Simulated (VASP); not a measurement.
BP4, 5 atoms in the cell. It takes space group P6/mmm (No. 191, hexagonal). Conventional cell: a = 4.083 Å, b = 4.083 Å, c = 5.881 Å, α = 90.00°, β = 90.00°, γ = 120.00°. Within 2.7 Å of B (site symmetry 6/mmm) lie 6 P at 2.04 Å. Within 2.7 Å of P (site symmetry mmm) lie 2 B at 2.04 Å and 4 P at 2.04 Å. P (site symmetry 6/mmm) has 2 B at 2.94 Å and 12 P at 3.58 Å within 3.9 Å. The cell was generated, and may not be a known phase.

```yaml
Program: VASP 6.6.1
Task: single point
Functional: PBE
Potentials_or_basis: VASP PAW PBE potentials, release 64 (B, P)
Cutoff: 520 eV
k_mesh: 6 × 6 × 4
Occupations: gaussian, width 0.1 eV
Spin: no spin polarisation
Dipole_correction: no
Further_INCAR_settings: ALGO = Normal; EDIFF = 1e-06; NBANDS = 20
```

Potentials or basis: VASP PAW PBE potentials, release 64 (B, P).

Command:

```console
$ cat potpaw_PBE.64/B/POTCAR potpaw_PBE.64/P/POTCAR > POTCAR
$ mpirun -np 1 vasp_std > vasp.out
```

Hardware: 1 thread of Intel Xeon 8259CL, on a shared host.

Task: Estimate the wall time of this run.

Result: Wall time 63 s on 1 thread of Intel Xeon 8259CL (shared host), peak memory 0.2 GiB. Counts: scf iterations 15, k points 21.
